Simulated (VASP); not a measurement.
# BiTe (R-3m) in VASP: notebook

BiTe is run at these levels: PBEsol; tasks: single point, relaxation of cell and atoms, relaxation of shape and atoms at fixed volume.

Everything below comes from runs of VASP 6.6.1. Logs are shortened: lines on timing, memory, paths and dates and some standing lists are left out, and cuts for length are marked.

### Step 1. The cell of the first run

The structure is trigonal, space group R-3m (No. 166). The conventional cell has a = 4.798 Å, b = 4.798 Å, c = 9.585 Å, α = 90.00°, β = 90.00°, γ = 120.00°. Bi (site symmetry -3m) has 6 Te at 3.20 Å within 4.2 Å. Within 4.2 Å of Te (site symmetry -3m) lie 6 Bi at 3.20 Å.

### Step 2. Single point, PBEsol

Contents of INCAR:

```
SYSTEM = BiTe
PREC = Accurate
ENCUT = 500
EDIFF = 1E-6
ISMEAR = 0
SIGMA = 0.1
LREAL = .FALSE.
LASPH = .TRUE.
NELM = 120
ALGO = Normal
ISIF = 2
LWAVE = .FALSE.
LCHARG = .FALSE.
GGA = PS
NBANDS = 18
GGA_COMPAT = .FALSE.
```

Contents of KPOINTS:

```
Automatic mesh
0
G
  12 12 12
  0 0 0
```

Contents of POSCAR:

```
BiTe
1.0
    2.3992465455      1.3852056389      3.1951106426
   -2.3992465455      1.3852056389      3.1951106426
    0.0000000000     -2.7704112778      3.1951106426
Bi Te
1 1
Direct
    0.5000000000      0.5000000000      0.5000000000
    0.0000000000      0.0000000000      0.0000000000
```

Potentials or basis: VASP PAW PBE potentials, release 64 (Bi_d, Te).

Run with:

```console
> cat potpaw_PBE.64/Bi_d/POTCAR potpaw_PBE.64/Te/POTCAR > POTCAR
> mpirun -np 1 vasp_std > vasp.out
```

OUTCAR:

```text
SYSTEM = BiTe
   PREC = Accurate
   ENCUT = 500
   EDIFF = 1E-6
   ISMEAR = 0
   LREAL = .FALSE.
   LASPH = .TRUE.
   NELM = 120
   ISIF = 2
   GGA = PS

 ion  position               nearest neighbor table
   1  0.500  0.500  0.500-   2 3.20   2 3.20   2 3.20   2 3.20   2 3.20   2 3.20
   2  0.000  0.000  0.000-   1 3.20   1 3.20   1 3.20   1 3.20   1 3.20   1 3.20

  LATTYP: Found a trigonal (rhomboedric) cell.
 ALAT       =     4.2289372975
 COS(alpha) =     0.3562499731

  Lattice vectors:

 A1 = (   2.3992465455,   1.3852056389,   3.1951106426)
 A2 = (  -2.3992465455,   1.3852056389,   3.1951106426)
 A3 = (   0.0000000000,  -2.7704112778,   3.1951106426)

Analysis of symmetry for initial positions (statically):
=====================================================================
 Subroutine PRICEL returns:
 Original cell was already a primitive cell.

 Routine SETGRP: Setting up the symmetry group for a
 trigonal (rhombohedral) supercell.

 Subroutine GETGRP returns: Found 12 space group operations
 (whereof 12 operations were pure point group operations)
 out of a pool of 12 trial point group operations.

The static configuration has the point symmetry D_3d.

Analysis of symmetry for dynamics (positions and initial velocities):
=====================================================================
 Subroutine PRICEL returns:
 Original cell was already a primitive cell.

 Routine SETGRP: Setting up the symmetry group for a
 trigonal (rhombohedral) supercell.

 Subroutine GETGRP returns: Found 12 space group operations
 (whereof 12 operations were pure point group operations)
 out of a pool of 12 trial point group operations.

The dynamic configuration has the point symmetry D_3d.

 Subroutine INISYM returns: Found 12 space group operations
 (whereof 12 operations are pure point group operations),
 and found     1 'primitive' translations

----------------------------------------------------------------------------------------

                                     Primitive cell

  volume of cell :      63.7127

  direct lattice vectors                    reciprocal lattice vectors
     2.399246546  1.385205639  3.195110643     0.208398758  0.120319079  0.104326069
    -2.399246546  1.385205639  3.195110643    -0.208398758  0.120319079  0.104326069
     0.000000000 -2.770411278  3.195110643     0.000000000 -0.240638158  0.104326069

  length of vectors
     4.228937298  4.228937298  4.228937298     0.262279720  0.262279720  0.262279720

  position of ions in fractional coordinates (direct lattice)
     0.500000000  0.500000000  0.500000000
     0.000000000  0.000000000  0.000000000

  ion indices of the primitive-cell ions
   primitive index   ion index
                 1           1
                 2           2

----------------------------------------------------------------------------------------

 KPOINTS: Automatic mesh

Automatic generation of k-mesh.
 Grid dimensions read from file:
 generate k-points for:   12   12   12

 Generating k-lattice:

  Cartesian coordinates                     Fractional coordinates (reciprocal lattice)
     0.017366563  0.010026590  0.008693839     0.083333333 -0.000000000 -0.000000000
    -0.017366563  0.010026590  0.008693839    -0.000000000  0.083333333 -0.000000000
     0.000000000 -0.020053180  0.008693839    -0.000000000 -0.000000000  0.083333333

  Length of vectors
     0.021856643  0.021856643  0.021856643

  Shift w.r.t. Gamma in fractional coordinates (k-lattice)
     0.000000000  0.000000000  0.000000000

 Subroutine IBZKPT returns following result:
 ===========================================

 Found    189 irreducible k-points:

 Following reciprocal coordinates:
            Coordinates               Weight
  0.000000  0.000000  0.000000      1.000000
  0.083333  0.000000  0.000000      6.000000
  0.166667  0.000000 -0.000000      6.000000
  0.250000  0.000000  0.000000      6.000000
  0.333333 -0.000000  0.000000      6.000000
  0.416667  0.000000  0.000000      6.000000
[... 16 lines left out ...]
  0.500000  0.166667  0.000000     12.000000
 -0.416667  0.166667 -0.000000     12.000000
 [... further k-points ...]
   k-points           NKPTS =    189   k-points in BZ     NKDIM =    189   number of bands    NBANDS=     18
   number of dos      NEDOS =    301   number of ions     NIONS =      2
   total plane-waves  NPLWV =  32768
   dimension x,y,z NGX =    32 NGY =   32 NGZ =   32
   dimension x,y,z NGXF=    64 NGYF=   64 NGZF=   64
   ions per type =               1   1
   NGX,Y,Z   is equivalent  to a cutoff of  12.58, 12.58, 12.58 a.u.
   NGXF,Y,Z  is equivalent  to a cutoff of  25.16, 25.16, 25.16 a.u.
 SYSTEM =  BiTe
   PREC   = accura    normal or accurate (medium, high low for compatibility)
   ISTART =      0    job   : 0-new  1-cont  2-samecut
   ICHARG =      2    charge: 1-file 2-atom 10-const
   ISPIN  =      1    spin polarized calculation?
   LNONCOLLINEAR =      F non collinear calculations
   LSORBIT =      F    spin-orbit coupling
   LASPH  =      T    aspherical Exc in radial PAW
   ENCUT  =  500.0 eV  36.75 Ry    6.06 a.u.   7.71  7.71  7.71*2*pi/ulx,y,z
   NELM   =    120;   NELMIN=  2; NELMDL= -5     # of ELM steps
   EDIFF  = 0.1E-05   stopping-criterion for ELM
   LREAL  =      F    real-space projection
   EDIFFG = 0.1E-04   stopping-criterion for IOM
   NSW    =      0    number of steps for IOM
   IBRION =     -1    ionic relax: 0-MD 1-quasi-New 2-CG
   NFREE  =      0    steps in history (QN), initial steepest desc. (CG)
   ISIF   =      2    stress and relaxation
   ISYM   =      2    0-nonsym 1-usesym 2-fastsym
   POTIM  = 0.5000    time-step for ionic-motion
   TEBEG  =    0.0;   TEEND  =   0.0 temperature during run
   PSTRESS=    0.0 pullay stress
   NELECT =      21.0000    total number of electrons
   NUPDOWN=      -1.0000    fix difference up-down
   EMIN   =  10.00;   EMAX   =-10.00  energy-range for DOS
   EFERMI =   0.00;   METHOD = LEGACY
   ISMEAR =     0;   SIGMA  =   0.10  broadening in eV -4-tet -1-fermi 0-gaus
   EFERMI_NEDOS =   21; number of points for ismear=-14 and -15
   IALGO  =     38    algorithm
   IMIX   =      4    mixing-type and parameters
     AMIX     =   0.40;   BMIX     =  1.00
     AMIX_MAG =   1.60;   BMIX_MAG =  1.00
  volume/ion in A,a.u.               =      31.86       214.98
  Fermi-wavevector in a.u.,A,eV,Ry     =   1.130852  2.137001 17.399493  1.278827
  Thomas-Fermi vector in A             =   2.267550
   LORBIT       =      0    0 simple, 1 ext, 2 COOP (PROOUT), +10 PAW based schemes
   GGA     = PS    functional components
   LHFCALC =     F    Hartree Fock is set to
   AEXX    =    0.0000 exact exchange contribution
   IVDW    =     0    specifies the selected vdW correction
   LEPSILON=     F    determine dielectric tensor
   LRPA    =     F    only Hartree local field effects (RPA)
 non-spin polarized calculation
 Gauss-broadening in eV      SIGMA  =   0.10
  energy-cutoff  :      500.00
  volume of cell :       63.71
 maximum number of plane-waves:      1633
   NGX = 15   NGY = 15   NGZ = 15

 number of electron      21.0000009 magnetization

 Free energy of the ion-electron system (eV)
  ---------------------------------------------------
  ext. energy  EPLUGINS =         0.00000000
  ---------------------------------------------------
  free energy    TOTEN  =        -8.01430082 eV

  energy without entropy =       -8.00860106  energy(sigma->0) =       -8.01145094

 E-fermi :   7.1956     XC(G=0):  -9.8932

 val. band max:        7.1879591900   @ k =  -0.4167   0.0833   0.0833
 cond. band min:       7.1979815789   @ k =   0.4167   0.1667   0.0833
 fundamental gap:      0.0100223889
 Fermi energy:         7.1955891513

 k-point     1 :       0.0000    0.0000    0.0000
  band No.  band energies     occupation
      1     -15.9586      2.00000
      2     -15.9586      2.00000
      3     -15.9488      2.00000
      4     -15.9488      2.00000
      5     -15.9279      2.00000
      6      -6.6666      2.00000
[... 10 lines left out ...]
     17      14.2221      0.00000
     18      14.2444      0.00000

 k-point     2 :       0.0833    0.0000    0.0000
  band No.  band energies     occupation
      1     -15.9585      2.00000
      2     -15.9584      2.00000
      3     -15.9493      2.00000
      4     -15.9481      2.00000
      5     -15.9278      2.00000
      6      -6.6033      2.00000
[... 10 lines left out ...]
     17      14.1161      0.00000
     18      14.5230      0.00000

 k-point     3 :       0.1667    0.0000   -0.0000
  band No.  band energies     occupation
      1     -15.9585      2.00000
      2     -15.9581      2.00000
      3     -15.9505      2.00000
      4     -15.9460      2.00000
      5     -15.9274      2.00000
      6      -6.4145      2.00000
[... 10 lines left out ...]
     17      14.9588      0.00000
     18      15.3558      0.00000

 k-point     4 :       0.2500    0.0000    0.0000
  band No.  band energies     occupation
      1     -15.9587      2.00000
      2     -15.9581      2.00000
      3     -15.9519      2.00000
      4     -15.9433      2.00000
      5     -15.9263      2.00000
      6      -6.1029      2.00000
[... 10 lines left out ...]
     17      15.8159      0.00000
     18      16.4823      0.00000

 k-point     5 :       0.3333   -0.0000    0.0000
  band No.  band energies     occupation
      1     -15.9592      2.00000
      2     -15.9588      2.00000
      3     -15.9524      2.00000
      4     -15.9411      2.00000
      5     -15.9247      2.00000
      6      -5.6741      2.00000
[... 10 lines left out ...]
     17      16.0986      0.00000
     18      16.7894      0.00000

 k-point     6 :       0.4167    0.0000    0.0000
  band No.  band energies     occupation
      1     -15.9598      2.00000
      2     -15.9596      2.00000
      3     -15.9524      2.00000
      4     -15.9398      2.00000
      5     -15.9230      2.00000
      6      -5.1394      2.00000
[... 10 lines left out ...]
     17      15.6217      0.00000
     18      17.2208      0.00000

 k-point     7 :       0.5000    0.0000    0.0000
  band No.  band energies     occupation
      1     -15.9603      2.00000
      2     -15.9598      2.00000
      3     -15.9523      2.00000
      4     -15.9394      2.00000
      5     -15.9223      2.00000
      6      -4.6125      2.00000
[... 10 lines left out ...]
     17      14.8825      0.00000
     18      18.4875      0.00000

 k-point     8 :       0.0833    0.0833    0.0000
  band No.  band energies     occupation
      1     -15.9589      2.00000
      2     -15.9581      2.00000
      3     -15.9492      2.00000
      4     -15.9475      2.00000
      5     -15.9279      2.00000
      6      -6.5758      2.00000
[... 10 lines left out ...]
     17      13.9622      0.00000
     18      14.3389      0.00000
[... 229 lines left out ...]
     17      14.3189      0.00000
     18      14.6138      0.00000

 k-point    20 :       0.2500    0.1667    0.0000
  band No.  band energies     occupation
      1     -15.9621      2.00000
      2     -15.9569      2.00000
      3     -15.9503      2.00000
      4     -15.9407      2.00000
      5     -15.9270      2.00000
      6      -6.0752      2.00000
[... 10 lines left out ...]
     17      14.6133      0.00000
     18      15.3093      0.00000

 k-point    21 :       0.3333    0.1667   -0.0000
  band No.  band energies     occupation
      1     -15.9633      2.00000
      2     -15.9572      2.00000
      3     -15.9506      2.00000
      4     -15.9384      2.00000
      5     -15.9255      2.00000
      6      -5.7284      2.00000
[... 10 lines left out ...]
     17      15.5062      0.00000
     18      16.4350      0.00000

 k-point    22 :       0.4167    0.1667   -0.0000
  band No.  band energies     occupation
      1     -15.9638      2.00000
      2     -15.9579      2.00000
      3     -15.9506      2.00000
      4     -15.9373      2.00000
      5     -15.9238      2.00000
      6      -5.2801      2.00000
[... 10 lines left out ...]
     17      16.6840      0.00000
     18      17.0894      0.00000

 k-point    23 :       0.5000    0.1667    0.0000
  band No.  band energies     occupation
      1     -15.9635      2.00000
      2     -15.9587      2.00000
      3     -15.9504      2.00000
      4     -15.9373      2.00000
      5     -15.9229      2.00000
      6      -4.7533      2.00000
[... 10 lines left out ...]
     17      17.0646      0.00000
     18      17.9821      0.00000

 k-point    24 :      -0.4167    0.1667   -0.0000
  band No.  band energies     occupation
      1     -15.9621      2.00000
      2     -15.9593      2.00000
      3     -15.9502      2.00000
      4     -15.9380      2.00000
      5     -15.9235      2.00000
      6      -4.6178      2.00000
[... 10 lines left out ...]
     17      16.2680      0.00000
     18      17.2550      0.00000

 [... further k-points ...]

------------------------ aborting loop because EDIFF is reached ----------------------------------------

  FORCE on cell =-STRESS in cart. coord.  units (eV):
  Direction    XX          YY          ZZ          XY          YZ          ZX
  --------------------------------------------------------------------------------------
  -------------------------------------------------------------------------------------
  Total        0.0010282      0.0010282     -0.0138303      0.0000000      0.0000000      0.0000000
  in kB        0.0258558      0.0258558     -0.3477899      0.0000000      0.0000000      0.0000000
  external PRESSURE =      -0.0986928 kB  Pullay stress =       0.0000000 kB

 VOLUME and BASIS-vectors are now :
 -----------------------------------------------------------------------------
  energy-cutoff  :      500.00
  volume of cell :       63.71
      direct lattice vectors                 reciprocal lattice vectors
     2.399246546  1.385205639  3.195110643     0.208398758  0.120319079  0.104326069
    -2.399246546  1.385205639  3.195110643    -0.208398758  0.120319079  0.104326069
     0.000000000 -2.770411278  3.195110643     0.000000000 -0.240638158  0.104326069

 POSITION                                       TOTAL-FORCE (eV/Angst)
 -----------------------------------------------------------------------------------
      0.00000      0.00000      4.79267        -0.000000     -0.000000      0.000000
      0.00000      0.00000      0.00000         0.000000      0.000000     -0.000000
 -----------------------------------------------------------------------------------
    total drift:                               -0.000000      0.000000     -0.000000

  FREE ENERGIE OF THE ION-ELECTRON SYSTEM (eV)
  ---------------------------------------------------
  free  energy   TOTEN  =        -8.0143008202 eV

  energy  without entropy=       -8.0086010614  energy(sigma->0) =       -8.01145094
```

It took 1.8 min on 1 thread of Intel Xeon Platinum 8375C at 2.90GHz (Ice Lake), shared host; peak memory 0.32 GiB.

What came out:

- Free energy: -8.0143 eV
- Pressure: 0.0 GPa

Caveat: the PAW data sets were made with another functional, which shifts forces and pressure a little; spin-orbit coupling is left out, which moves the levels of the heavy elements.

### Step 3. Relaxation of cell and atoms, PBEsol

This run uses another cell than the first one, of 33.72 Å³/atom, 1.059 times its volume.

Contents of INCAR:

```
SYSTEM = BiTe
  ALGO = Normal
  EDIFF = 1E-6
  EDIFFG = -0.005
  ENCUT = 600
  GGA = PS
  IBRION = 2
  ISIF = 3
  ISMEAR = 0
  LASPH = .TRUE.
  LCHARG = .FALSE.
  LREAL = .FALSE.
  LWAVE = .FALSE.
  NELM = 80
  NSW = 100
  PREC = Accurate
  SIGMA = 0.1
```

Contents of KPOINTS:

```
k-points
0
G
  12 12 12
  0 0 0
```

Contents of POSCAR:

```
BiTe
1.0
    2.4227077728      1.3987509848      3.3172919545
   -2.4227077728      1.3987509848      3.3172919545
    0.0000000000     -2.7975019696      3.3172919545
Bi Te
1 1
Direct
    0.5000000000      0.5000000000      0.5000000000
    0.0000000000      0.0000000000      0.0000000000
```

Potentials or basis: VASP PAW PBE potentials, release 64 (Bi_d, Te).

Run with:

```console
> cat potpaw_PBE.64/Bi_d/POTCAR potpaw_PBE.64/Te/POTCAR > POTCAR
> mpirun -np 1 vasp_std > vasp.out
```

Run time: 16 min. Hardware: 1 thread of Oxide Virtual Turin-like, shared host; peak memory 0.37 GiB.

Results (log left out):

```
Free energy                            : -8.0149 eV
Relaxed volume                         : 31.86 Å³/atom
Relaxed cell                           : a = 4.227 Å, b = 4.227 Å, c = 4.227 Å, α = 69.20°, β = 69.20°, γ = 69.20°
Space group after relaxing (to 0.05 Å) : R-3m (No. 166)
Energy gained by relaxing              : 14.9 meV/atom
Ionic steps                            : 7
Pressure after relaxing                : 0.0 GPa
```

Step by step:
```tsv
step	energy change (eV)	largest force (eV/Å)	pressure (GPa)	volume (Å³)
1	0.0000	0.0000	-2.52	67.45
2	-0.0185	0.0000	1.64	62.41
3	-0.0272	0.0000	-0.02	64.15
4	-0.0281	0.0000	-0.01	64.07
5	-0.0294	0.0000	-0.01	63.91
6	-0.0296	0.0000	0.02	63.56
7	-0.0299	0.0000	0.00	63.71
```

Final structure:
```
Bi Te
1.0
     2.40043    1.38589    3.19200
    -2.40043    1.38589    3.19200
     0.00000   -2.77177    3.19200
Bi Te
1 1
Direct
  0.50000 0.50000 0.50000
  0.00000 0.00000 0.00000
```

Levels at points of the mesh, in eV from the Fermi level:
```tsv
k point	band 7	band 8	band 9	band 10	band 11	band 12	band 13	band 14
(0.00, 0.00, 0.00)	-8.12	-3.10	-3.10	-1.55	2.01	2.75	2.75	3.85
(0.50, 0.00, 0.00)	-11.57	-1.90	-1.88	-1.04	-0.86	-0.65	0.52	6.58
(0.50, 0.50, 0.00)	-9.98	-5.96	-4.83	-3.34	2.26	3.17	3.80	4.85
(0.50, 0.50, 0.50)	-11.02	-2.54	-2.54	-2.40	-1.79	-1.49	-1.49	8.29
```

Caveat: the PAW data sets were made with another functional, which shifts forces and pressure a little; spin-orbit coupling is left out, which moves the levels of the heavy elements.

[end of part 1 of 2]
